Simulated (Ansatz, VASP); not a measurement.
**PbO in VASP and in Ansatz**

The input INCAR:

```
PREC = Accurate
ENCUT = 910
EDIFF = 1E-6
ISMEAR = 0
SIGMA = 0.05
LREAL = F
LASPH = T
NELM = 120
ALGO = Normal
ISIF = 2
LWAVE = F
LCHARG = F
GGA = CA
NBANDS = 28
GGA_COMPAT = F
```

The input KPOINTS:

```
regular mesh
0
Gamma
  8 8 6
```

The input POSCAR:

```
PbO
1.0
    3.9744000000      0.0000000000      0.0000000000
    0.0000000000      3.9744000000      0.0000000000
    0.0000000000      0.0000000000      5.0220000000
Pb O
2 2
Direct
    0.0000000000      0.5000000000      0.2351000000
    0.5000000000      0.0000000000      0.7649000000
    0.0000000000      0.0000000000      0.0099561928
    0.5000000000      0.5000000000      0.0099561928
```

Input for Ansatz:

```yaml
crystal:
  lattice:
    - [3.9744, 0.0, 0.0]
    - [0.0, 3.9744, 0.0]
    - [0.0, 0.0, 5.022]
  atoms:
    - { symbol: Pb, position: [0.0, 0.5, 0.2351] }
    - { symbol: Pb, position: [0.5, 0.0, 0.7649] }
    - { symbol: O, position: [0.0, 0.0, 0.0099561928] }
    - { symbol: O, position: [0.5, 0.5, 0.0099561928] }
basis:
  ecutwfc: 420
kpoints:
  mp_grid: { grid: [8, 8, 6] }
hamiltonian:
  xc: lda
scf:
  occupations: { method: gaussian, width: 0.05 }
output:
  forces: true
  stress: true
  eigenvalues: true
```

Change from the starting cell: all O atoms moved +0.050 Å, as atom 3 along Cartesian [0 0 1].

Alike in both runs: task single point; functional LDA; k mesh 8 × 8 × 6; occupations gaussian, width 0.05 eV; no spin polarisation.

|  | VASP | Ansatz |
| --- | --- | --- |
| version | VASP 6.6.1 | Ansatz 0.2.0 |
| potentials or method | VASP PAW LDA potentials, release 64 (Pb_d, O_h), cutoff 910 eV | scalar-relativistic, plane waves, PAW |
| valence electrons in the cell | 40 | 40 |

|  | VASP | Ansatz | Ansatz less VASP |
| --- | --- | --- | --- |
| gap on the k mesh at the Fermi level (eV) | 1.18 | 1.20 | +0.020 |
| least direct gap on the mesh (eV) | 2.23 | 2.22 | -0.008 |
| rms of the force components (eV/Å) | 0.244 | 0.248 | +0.0042 |

LDA's correlation is that of Perdew and Zunger in VASP and of Perdew and Wang (1992) in Ansatz. Atom by atom the forces differ by 0.028 eV/Å (rms over components).

Neither program's run includes spin-orbit coupling. Noted on VASP's run: the cutoff is under 1.25 times that of the potentials, so the pressure is a little rough.
